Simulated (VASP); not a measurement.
# Ti3Se: single point with PBE

Crystal: Ti3Se.

```
CELL_PARAMETERS angstrom
3.26016 0.00000 0.00000
-1.63008 2.82338 0.00000
0.00000 0.00000 8.09852
ATOMIC_POSITIONS crystal
Se 0.00000 0.00000 0.00000
Ti 0.66667 0.33333 0.50000
Ti 0.33333 0.66667 0.77290
Ti 0.33333 0.66667 0.22710
```

| Property | Result |
| --- | --- |
| Program | VASP 6.6.1 |
| Task | single point |
| Functional | PBE |
| Potentials or basis | VASP PAW PBE potentials, release 64 (Se, Ti_sv) |
| Cutoff | 520 eV |
| k mesh | 10 × 10 × 4 |
| Occupations | fermi-dirac, width 0.05 eV |
| Spin | no spin polarisation |

* Pressure: -5.7 GPa
* Largest force: 0.111 eV/Å
* Band gap on the k mesh: zero (band 21 reaches 7.83 eV, above the bottom of band 22 at 7.29 eV)

Forces in eV/Å, atoms in the order of the input:
```
Se   0.000  0.000  0.000
Ti   0.000  0.000  0.000
Ti   0.000  0.000  0.111
Ti   0.000  0.000 -0.111
```

Stress tensor (GPa, compression positive):
```
-5.38  0.00  0.00
 0.00 -5.38  0.00
 0.00  0.00 -6.27
```

Levels at points of the mesh, in eV from the Fermi level:
| k point | band 17 | band 18 | band 19 | band 20 | band 21 | band 22 | band 23 | band 24 | band 25 | band 26 |
| --- | --- | --- | --- | --- | --- | --- | --- | --- | --- | --- |
| (0.00, 0.00, 0.00) | -1.33 | -1.33 | -0.25 | 0.15 | 0.15 | 0.30 | 0.30 | 0.82 | 1.00 | 1.30 |
| (0.50, 0.00, 0.00) | -1.99 | -1.66 | -1.46 | -0.69 | -0.44 | 0.19 | 0.72 | 0.79 | 2.11 | 2.27 |
| (0.00, 0.00, 0.50) | -1.39 | -1.39 | -0.61 | 0.38 | 0.38 | 0.48 | 0.56 | 0.56 | 0.94 | 0.94 |
| (0.50, 0.00, 0.50) | -1.96 | -1.45 | -1.44 | -0.89 | -0.79 | 0.51 | 0.79 | 0.92 | 1.14 | 2.30 |

Run time: 85 s on 1 thread of AMD EPYC 9R45 (Zen 5) (shared host), peak memory 0.18 GiB.
